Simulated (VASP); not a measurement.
A run of VASP 6.6.1:

File INCAR:

```
SYSTEM = ZnSe
  PREC = Accurate
  ENCUT = 520
  EDIFF = 1E-6
  ISMEAR = -1
  SIGMA = 0.05
  LREAL = .FALSE.
  LASPH = .TRUE.
  NELM = 80
  ALGO = Normal
  ISIF = 2
  LWAVE = .FALSE.
  LCHARG = .TRUE.
  GGA = PS
  LELF = .TRUE.
  LVHAR = .TRUE.
  NBANDS = 16
```

Contents of KPOINTS:

```
regular mesh
0
G
  8 8 8
  0 0 0
```

Contents of POSCAR:

```
ZnSe
1.0
    0.0000000000      2.8893788162      2.8893788162
    2.8893788162      0.0000000000      2.8893788162
    2.8893788162      2.8893788162      0.0000000000
Se Zn
1 1
Direct
    0.7500000000      0.7500000000      0.7500000000
    0.0000000000      0.0000000000      0.0000000000
```

Potentials or basis: VASP PAW PBE potentials, release 64 (Se, Zn).

Launch:

```bash
$ cat potpaw_PBE.64/Se/POTCAR potpaw_PBE.64/Zn/POTCAR > POTCAR
$ mpirun -np 1 vasp_std > vasp.out
```

Hardware: 1 thread of Intel Xeon 6975P-C (shared host).

How long does it take, and how much memory?

It took 39 s on 1 thread of Intel Xeon 6975P-C, with other jobs on the host, peak memory 0.18 GiB. Counts: scf iterations 12, k points 29.
